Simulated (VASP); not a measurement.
Wanted: the native input for a VASP 6.6.1 run.

```yaml
Task: single point
Functional: PBE
Potentials_or_basis: VASP PAW PBE potentials, release 64 (Zn, S)
Cutoff: 520 eV
k_mesh: 6 × 6 × 4
Occupations: gaussian, width 0.01 eV
Spin: no spin polarisation
Dipole_correction: no
Further_INCAR_settings: ALGO = Normal; EDIFF = 1e-06; NBANDS = 26
```

The structure of ZnS (Wurtzite-2H) lies in POSCAR:

```
ZnS
1.0
    3.8110000000      0.0000000000      0.0000000000
   -1.9055000000      3.3004230000      0.0000000000
    0.0000000000      0.0000000000      6.2340000000
Zn S
2 2
Direct
    0.3333333333      0.6666666667      0.0000000000
    0.6666666667      0.3333333333      0.5000000000
    0.3333333333      0.6666666667      0.3850000000
    0.6666666667      0.3333333333      0.8850000000
```

The input as run:

INCAR

```
SYSTEM = ZnS
ALGO     = Normal         ! electronic algorithm
EDIFF    = 1E-6           ! SCF threshold, eV
ENCUT    = 520            ! plane-wave cutoff, eV
GGA      = PE             ! functional
ISIF     = 2              ! what is computed and relaxed
ISMEAR   = 0              ! smearing method
LASPH    = .TRUE.         ! aspherical terms in the spheres
LCHARG   = .TRUE.         ! write CHGCAR
LELF     = .TRUE.         ! ELF
LREAL    = .FALSE.        ! projectors in reciprocal space
LVHAR    = .TRUE.       
LWAVE    = .FALSE.        ! write WAVECAR
NBANDS   = 26             ! bands
NELM     = 60             ! most SCF steps
PREC     = Accurate       ! precision mode
SIGMA    = 0.01           ! smearing width, eV
```

KPOINTS

```
k-points
0
G
  6 6 4
  0 0 0
```

Potentials or basis: VASP PAW PBE potentials, release 64 (Zn, S).

Run with:

```bash
$ cat potpaw_PBE.64/Zn/POTCAR potpaw_PBE.64/S/POTCAR > POTCAR
$ mpirun -np 1 vasp_std > vasp.out
```

Results of the run:

* Pressure: 2.5 GPa
* Largest force: 0.324 eV/Å
* Band gap on the k mesh: 2.25 eV, direct

Run time: 20 s on 1 thread of Intel(R) Xeon(R) 6975P-C (Granite Rapids), on a shared host, peak memory 0.19 GiB.
